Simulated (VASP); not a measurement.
# Ag (P6_3/mmc) in VASP: further runs

The runs below take Ag through single point, with PBEsol.

All numbers are computed with VASP 6.6.1; they aren't measurements. Logs are shortened: lines on timing, memory, paths and dates and some standing lists are left out, and cuts for length are marked.

## Step 1: The cell of the first run

It takes space group P6_3/mmc (No. 194, hexagonal). The conventional cell has a = 2.854 Å, b = 2.854 Å, c = 9.439 Å, α = 90.00°, β = 90.00°, γ = 120.00°. Ag (site symmetry -6m2) has 12 Ag at 2.85 to 2.88 Å within 3.8 Å. Ag (site symmetry -3m) has 12 Ag at 2.85 to 2.88 Å within 3.8 Å.

## Step 2: Single point, PBEsol

INCAR

```
PREC = Accurate ; ENCUT = 520
EDIFF = 1E-7 ; ISMEAR = -1
SIGMA = 0.1 ; LREAL = F
LASPH = T ; NELM = 100
ALGO = Normal ; ISIF = 2
LWAVE = F ; LCHARG = F
GGA = PS ; NBANDS = 30
```

KPOINTS

```
regular mesh
0
Gamma
  13 13 3
```

POSCAR

```
Ag
1.0
    2.8544791013      0.0000000000      0.0000000000
   -1.4272395507      2.4720514163      0.0000000000
    0.0000000000      0.0000000000      9.4391835769
Ag
4
Direct
    0.3333333333      0.6666666667      0.2500000000
    0.6666666667      0.3333333333      0.7500000000
    0.0000000000      1.0000000000      1.0000000000
    0.0000000000      1.0000000000      0.5000000000
```

Potentials or basis: VASP PAW PBE potentials, release 64 (Ag).

The run is started by

```console
> cat potpaw_PBE.64/Ag/POTCAR > POTCAR
> mpirun -np 1 vasp_std > vasp.out
```

OUTCAR:

```text
PREC = Accurate
   ENCUT = 520
   EDIFF = 1E-7
   ISMEAR = -1
   LREAL = F
   LASPH = T
   NELM = 100
   ISIF = 2
   GGA = PS

 ion  position               nearest neighbor table
   1  0.333  0.667  0.250-   3 2.88   4 2.88   3 2.88   4 2.88   3 2.88   4 2.88
   2  0.667  0.333  0.750-   3 2.88   4 2.88   3 2.88   4 2.88   3 2.88   4 2.88
   3  0.000  0.000  0.000-   1 2.88   2 2.88   2 2.88   1 2.88   2 2.88   1 2.88
   4  0.000  0.000  0.500-   1 2.88   2 2.88   2 2.88   1 2.88   2 2.88   1 2.88

  LATTYP: Found a hexagonal cell.
 ALAT       =     2.8544791013
 C/A-ratio  =     3.3067972271

  Lattice vectors:

 A1 = (   2.8544791013,   0.0000000000,   0.0000000000)
 A2 = (  -1.4272395507,   2.4720514163,   0.0000000000)
 A3 = (   0.0000000000,   0.0000000000,   9.4391835769)

Analysis of symmetry for initial positions (statically):
=====================================================================
 Subroutine PRICEL returns:
 Original cell was already a primitive cell.

 Routine SETGRP: Setting up the symmetry group for a
 hexagonal supercell.

 Subroutine GETGRP returns: Found 24 space group operations
 (whereof 12 operations were pure point group operations)
 out of a pool of 24 trial point group operations.

The static configuration has the point symmetry D_3d.
 The point group associated with its full space group is D_6h.

Analysis of symmetry for dynamics (positions and initial velocities):
=====================================================================
 Subroutine PRICEL returns:
 Original cell was already a primitive cell.

 Routine SETGRP: Setting up the symmetry group for a
 hexagonal supercell.

 Subroutine GETGRP returns: Found 24 space group operations
 (whereof 12 operations were pure point group operations)
 out of a pool of 24 trial point group operations.

The dynamic configuration has the point symmetry D_3d.
 The point group associated with its full space group is D_6h.

 Subroutine INISYM returns: Found 24 space group operations
 (whereof 12 operations are pure point group operations),
 and found     1 'primitive' translations

----------------------------------------------------------------------------------------

                                     Primitive cell

  volume of cell :      66.6068

  direct lattice vectors                    reciprocal lattice vectors
     2.854479101  0.000000000  0.000000000     0.350326615  0.202261165  0.000000000
    -1.427239551  2.472051416  0.000000000     0.000000000  0.404522330  0.000000000
     0.000000000  0.000000000  9.439183577     0.000000000  0.000000000  0.105941366

  length of vectors
     2.854479101  2.854479101  9.439183577     0.404522330  0.404522330  0.105941366

  position of ions in fractional coordinates (direct lattice)
     0.333333333  0.666666667  0.250000000
     0.666666667  0.333333333  0.750000000
     0.000000000  0.000000000  0.000000000
     0.000000000  0.000000000  0.500000000

  ion indices of the primitive-cell ions
   primitive index   ion index
                 1           1
                 2           2
                 3           3
                 4           4

----------------------------------------------------------------------------------------

 KPOINTS: regular mesh

Automatic generation of k-mesh.
 Grid dimensions read from file:
 generate k-points for:   13   13    3

 Generating k-lattice:

  Cartesian coordinates                     Fractional coordinates (reciprocal lattice)
     0.026948201  0.015558551  0.000000000     0.076923077  0.000000000  0.000000000
     0.000000000  0.031117102  0.000000000     0.000000000  0.076923077  0.000000000
     0.000000000  0.000000000  0.035313789     0.000000000  0.000000000  0.333333333

  Length of vectors
     0.031117102  0.031117102  0.035313789

  Shift w.r.t. Gamma in fractional coordinates (k-lattice)
     0.000000000  0.000000000  0.000000000

 Subroutine IBZKPT returns following result:
 ===========================================

 Found     42 irreducible k-points:

 Following reciprocal coordinates:
            Coordinates               Weight
  0.000000  0.000000  0.000000      1.000000
  0.076923  0.000000  0.000000      6.000000
  0.153846  0.000000  0.000000      6.000000
  0.230769  0.000000  0.000000      6.000000
  0.307692  0.000000  0.000000      6.000000
  0.384615  0.000000  0.000000      6.000000
[... 16 lines left out ...]
  0.076923  0.000000  0.333333     12.000000
  0.153846  0.000000  0.333333     12.000000
 [... further k-points ...]
   k-points           NKPTS =     42   k-points in BZ     NKDIM =     42   number of bands    NBANDS=     30
   number of dos      NEDOS =    301   number of ions     NIONS =      4
   total plane-waves  NPLWV =  40320
   dimension x,y,z NGX =    24 NGY =   24 NGZ =   70
   dimension x,y,z NGXF=    48 NGYF=   48 NGZF=  140
   ions per type =               4
   NGX,Y,Z   is equivalent  to a cutoff of  13.98, 13.98, 12.33 a.u.
   NGXF,Y,Z  is equivalent  to a cutoff of  27.96, 27.96, 24.66 a.u.
 SYSTEM =  unknown system
   PREC   = accura    normal or accurate (medium, high low for compatibility)
   ISTART =      0    job   : 0-new  1-cont  2-samecut
   ICHARG =      2    charge: 1-file 2-atom 10-const
   ISPIN  =      1    spin polarized calculation?
   LNONCOLLINEAR =      F non collinear calculations
   LSORBIT =      F    spin-orbit coupling
   LASPH  =      T    aspherical Exc in radial PAW
   ENCUT  =  520.0 eV  38.22 Ry    6.18 a.u.   5.31  5.31 17.55*2*pi/ulx,y,z
   NELM   =    100;   NELMIN=  2; NELMDL= -5     # of ELM steps
   EDIFF  = 0.1E-06   stopping-criterion for ELM
   LREAL  =      F    real-space projection
   EDIFFG = 0.1E-05   stopping-criterion for IOM
   NSW    =      0    number of steps for IOM
   IBRION =     -1    ionic relax: 0-MD 1-quasi-New 2-CG
   NFREE  =      0    steps in history (QN), initial steepest desc. (CG)
   ISIF   =      2    stress and relaxation
   ISYM   =      2    0-nonsym 1-usesym 2-fastsym
   POTIM  = 0.5000    time-step for ionic-motion
   TEBEG  =    0.0;   TEEND  =   0.0 temperature during run
   PSTRESS=    0.0 pullay stress
   NELECT =      44.0000    total number of electrons
   NUPDOWN=      -1.0000    fix difference up-down
   EMIN   =  10.00;   EMAX   =-10.00  energy-range for DOS
   EFERMI =   0.00;   METHOD = LEGACY
   ISMEAR =    -1;   SIGMA  =   0.10  broadening in eV -4-tet -1-fermi 0-gaus
   EFERMI_NEDOS =   21; number of points for ismear=-14 and -15
   IALGO  =     38    algorithm
   IMIX   =      4    mixing-type and parameters
     AMIX     =   0.40;   BMIX     =  1.00
     AMIX_MAG =   1.60;   BMIX_MAG =  1.00
  volume/ion in A,a.u.               =      16.65       112.37
  Fermi-wavevector in a.u.,A,eV,Ry     =   1.425781  2.694335 27.658619  2.032851
  Thomas-Fermi vector in A             =   2.546128
   LORBIT       =      0    0 simple, 1 ext, 2 COOP (PROOUT), +10 PAW based schemes
   GGA     = PS    functional components
   LHFCALC =     F    Hartree Fock is set to
   AEXX    =    0.0000 exact exchange contribution
   IVDW    =     0    specifies the selected vdW correction
   LEPSILON=     F    determine dielectric tensor
   LRPA    =     F    only Hartree local field effects (RPA)
 non-spin polarized calculation
  energy-cutoff  :      520.00
  volume of cell :       66.61
 maximum number of plane-waves:      1812
 NGX is ok and might be reduce to    24
   NGX = 11   NGY = 11   NGZ = 35

 number of electron      43.9999980 magnetization

 Free energy of the ion-electron system (eV)
  ---------------------------------------------------
  ext. energy  EPLUGINS =         0.00000000
  ---------------------------------------------------
  free energy    TOTEN  =       -13.24996834 eV

  energy without entropy =      -13.21518775  energy(sigma->0) =      -13.23257804

 E-fermi :   8.7000     XC(G=0): -12.5542

 val. band max:        8.6677613508   @ k =   0.4615   0.0769   0.0000
 cond. band min:       8.7497895997   @ k =   0.3077   0.1538   0.0000
 fundamental gap:      0.0820282489
 Fermi energy:         8.7000043030

 k-point     1 :       0.0000    0.0000    0.0000
  band No.  band energies     occupation
      1       0.5567      2.00000
      2       1.9523      2.00000
      3       1.9538      2.00000
      4       2.0054      2.00000
      5       3.6462      2.00000
      6       3.6940      2.00000
[... 22 lines left out ...]
     29      24.3363      0.00000
     30      25.2587      0.00000

 k-point     2 :       0.0769    0.0000    0.0000
  band No.  band energies     occupation
      1       0.7259      2.00000
      2       2.0996      2.00000
      3       2.1015      2.00000
      4       2.1128      2.00000
      5       3.5699      2.00000
      6       3.6448      2.00000
[... 22 lines left out ...]
     29      24.2754      0.00000
     30      24.7174      0.00000

 k-point     3 :       0.1538    0.0000    0.0000
  band No.  band energies     occupation
      1       1.2028      2.00000
      2       2.3563      2.00000
      3       2.4711      2.00000
      4       2.4833      2.00000
      5       3.2503      2.00000
      6       3.4059      2.00000
[... 22 lines left out ...]
     29      23.0915      0.00000
     30      23.1243      0.00000

 k-point     4 :       0.2308    0.0000    0.0000
  band No.  band energies     occupation
      1       1.8446      2.00000
      2       2.4807      2.00000
      3       2.6411      2.00000
      4       2.7686      2.00000
      5       3.0547      2.00000
      6       3.1327      2.00000
[... 22 lines left out ...]
     29      20.6239      0.00000
     30      20.9004      0.00000

 k-point     5 :       0.3077    0.0000    0.0000
  band No.  band energies     occupation
      1       2.1949      2.00000
      2       2.3658      2.00000
      3       2.4077      2.00000
      4       2.7190      2.00000
      5       2.9098      2.00000
      6       3.0109      2.00000
[... 22 lines left out ...]
     29      21.0682      0.00000
     30      21.1261      0.00000
[... 526 lines left out ...]
     29      14.9306      0.00000
     30      17.5206      0.00000

 k-point    22 :       0.0000    0.0000    0.3333
  band No.  band energies     occupation
      1       0.7714      2.00000
      2       1.3499      2.00000
      3       2.0440      2.00000
      4       2.1064      2.00000
      5       3.5586      2.00000
      6       3.6034      2.00000
[... 22 lines left out ...]
     29      24.4069      0.00000
     30      24.6165      0.00000

 k-point    23 :       0.0769    0.0000    0.3333
  band No.  band energies     occupation
      1       0.9366      2.00000
      2       1.5061      2.00000
      3       2.1541      2.00000
      4       2.2320      2.00000
      5       3.4828      2.00000
      6       3.5526      2.00000
[... 22 lines left out ...]
     29      24.2237      0.00000
     30      24.5577      0.00000

 k-point    24 :       0.1538    0.0000    0.3333
  band No.  band energies     occupation
      1       1.3943      2.00000
      2       1.9115      2.00000
      3       2.4243      2.00000
      4       2.5413      2.00000
      5       3.3436      2.00000
      6       3.4274      2.00000
[... 22 lines left out ...]
     29      23.2051      0.00000
     30      24.0815      0.00000

 [... further k-points ...]
[... 5 lines left out ...]
  --------------------------------------------------------------------------------------
  -------------------------------------------------------------------------------------
  Total       -0.0884823     -0.0884823     -0.0924027      0.0000000      0.0000000      0.0000000
  in kB       -2.1283751     -2.1283751     -2.2226785      0.0000000      0.0000000      0.0000000
  external PRESSURE =      -2.1598095 kB  Pullay stress =       0.0000000 kB

 VOLUME and BASIS-vectors are now :
 -----------------------------------------------------------------------------
  energy-cutoff  :      520.00
  volume of cell :       66.61
      direct lattice vectors                 reciprocal lattice vectors
     2.854479101  0.000000000  0.000000000     0.350326615  0.202261165  0.000000000
    -1.427239551  2.472051416  0.000000000     0.000000000  0.404522330  0.000000000
     0.000000000  0.000000000  9.439183577     0.000000000  0.000000000  0.105941366

 POSITION                                       TOTAL-FORCE (eV/Angst)
 -----------------------------------------------------------------------------------
     -0.00000      1.64803      2.35980        -0.000000      0.000000      0.000000
      1.42724      0.82402      7.07939         0.000000     -0.000000     -0.000000
      0.00000      0.00000      0.00000        -0.000000      0.000000      0.000000
      0.00000      0.00000      4.71959        -0.000000      0.000000      0.000000
 -----------------------------------------------------------------------------------
    total drift:                               -0.000000      0.000000      0.000000

  FREE ENERGIE OF THE ION-ELECTRON SYSTEM (eV)
  ---------------------------------------------------
  free  energy   TOTEN  =       -13.2499683353 eV

  energy  without entropy=      -13.2151877487  energy(sigma->0) =      -13.23257804
```

It took 34 s on 1 thread of Intel Xeon 6975P-C (Granite Rapids), shared host; peak memory 0.21 GiB.

Results:

* Free energy: -13.2500 eV
* Pressure: -0.2 GPa
* Band gap on the k mesh: zero (band 22 reaches 12.06 eV, above the bottom of band 23 at 5.48 eV)

Levels at points of the mesh, in eV from the Fermi level:
```
           k point  band 20  band 21  band 22  band 23  band 24  band 25
(0.00, 0.00, 0.00)    -3.54    -3.54    -3.14    -3.14    -0.75     3.41
```

Caveat: the PAW data sets were made with another functional, which shifts forces and pressure a little.

## Step 3: Single point, PBEsol (volume scaled by 0.88)

INCAR

```
PREC     = Accurate       # precision mode
ENCUT    = 520            # plane-wave cutoff, eV
EDIFF    = 1E-6           # SCF threshold, eV
ISMEAR   = -1             # smearing method
SIGMA    = 0.1            # smearing width, eV
LREAL    = F              # projectors in reciprocal space
LASPH    = T              # aspherical terms in the spheres
NELM     = 100            # most SCF steps
ALGO     = Normal         # electronic algorithm
ISIF     = 2              # what is computed and relaxed
LWAVE    = F              # write WAVECAR
LCHARG   = T              # write CHGCAR
GGA      = PS             # functional
LELF     = T              # ELF
LVHAR    = T            
NBANDS   = 30             # bands
```

KPOINTS

```
regular mesh
0
Gamma
  17 17 5
```

POSCAR

```
Ag
1.0
    2.7354015695      0.0000000000      0.0000000000
   -1.3677007848      2.3689272488      0.0000000000
    0.0000000000      0.0000000000      9.0454183249
Ag
4
Direct
    0.3333333333      0.6666666667      0.2500000000
    0.6666666667      0.3333333333      0.7500000000
    0.0000000000      1.0000000000      1.0000000000
    0.0000000000      1.0000000000      0.5000000000
```

Potentials or basis: VASP PAW PBE potentials, release 64 (Ag).

The run is started by

```console
> cat potpaw_PBE.64/Ag/POTCAR > POTCAR
> mpirun -np 1 vasp_std > vasp.out
```

Run time: 65 s. Hardware: 1 thread of Intel Xeon 6975P-C (Granite Rapids), shared host; peak memory 0.26 GiB.

The run converged. Its results:

```yaml
Free_energy: -12.7767 eV
Pressure: 21.5 GPa
Band_gap_on_the_k_mesh: zero (band 22 reaches 13.90 eV, above the bottom of band 23 at 7.31 eV)
```

Stress tensor (GPa, compression positive):
```
21.88  0.00  0.00
 0.00 21.88  0.00
 0.00  0.00 20.65
```

Levels at points of the mesh, in eV from the Fermi level:
```
           k point  band 18  band 19  band 20  band 21  band 22  band 23  band 24  band 25  band 26  band 27
(0.00, 0.00, 0.00)    -3.97    -3.97    -3.70    -3.70    -3.19    -3.19    -1.12     4.21    11.87    11.94
```

Caveat: the PAW data sets were made with another functional, which shifts forces and pressure a little.

## Step 4: Single point, PBEsol (volume scaled by 0.92)

INCAR

```
ALGO = Normal
EDIFF = 1E-6
ENCUT = 520
GGA = PS
ISIF = 2
ISMEAR = -1
LASPH = True
LCHARG = False
LREAL = False
LWAVE = False
NBANDS = 30
NELM = 100
PREC = Accurate
SIGMA = 0.1
```

KPOINTS

```
k-points
0
Gamma
  17 17 5
```

POSCAR

```
Ag
1.0
    2.7762344786      0.0000000000      0.0000000000
   -1.3881172393      2.4042895854      0.0000000000
    0.0000000000      0.0000000000      9.1804444755
Ag
4
Direct
    0.3333333333      0.6666666667      0.2500000000
    0.6666666667      0.3333333333      0.7500000000
    0.0000000000      1.0000000000      1.0000000000
    0.0000000000      1.0000000000      0.5000000000
```

The run is started by

```console
> cat potpaw_PBE.64/Ag/POTCAR > POTCAR
> mpirun -np 1 vasp_std > vasp.out
```

Run time: 70 s. Hardware: 1 thread of Intel Xeon 6975P-C (Granite Rapids), shared host; peak memory 0.27 GiB.

The run converged. Its results:

```yaml
Free_energy: -13.0560 eV
Pressure: 12.3 GPa
Band_gap_on_the_k_mesh: zero (band 22 reaches 13.06 eV, above the bottom of band 23 at 6.63 eV)
```

Stress tensor (GPa, compression positive):
```
12.60  0.00  0.00
 0.00 12.60  0.00
 0.00  0.00 11.66
```

Levels at points of the mesh, in eV from the Fermi level:
| k point | band 19 | band 20 | band 21 | band 22 | band 23 | band 24 | band 25 | band 26 |
| --- | --- | --- | --- | --- | --- | --- | --- | --- |
| (0.00, 0.00, 0.00) | -3.86 | -3.61 | -3.61 | -3.15 | -3.15 | -0.96 | 3.94 | 11.55 |

Caveat: the PAW data sets were made with another functional, which shifts forces and pressure a little.

## Step 5: Overview

```csv
cell,k mesh,gap on the mesh (eV),pressure (GPa)
"a = 2.854, b = 2.854, c = 9.439 Å, angles 90.0, 90.0, 120.0°, 4 atoms",13 × 13 × 3,none,-0.2
"a = 2.735, b = 2.735, c = 9.045 Å, angles 90.0, 90.0, 120.0°, 4 atoms",17 × 17 × 5,none,21.5
"a = 2.776, b = 2.776, c = 9.180 Å, angles 90.0, 90.0, 120.0°, 4 atoms",17 × 17 × 5,none,12.3
```

Alike in all rows: task single point; level PBEsol; potentials or basis VASP PAW PBE potentials, release 64 (Ag); no spin polarisation; cutoff (eV) 520; smearing fermi-dirac 0.1 eV.

Caveats: the PAW data sets were made with another functional, which shifts forces and pressure a little.

Absolute energies hang on the potentials; compare differences alone.
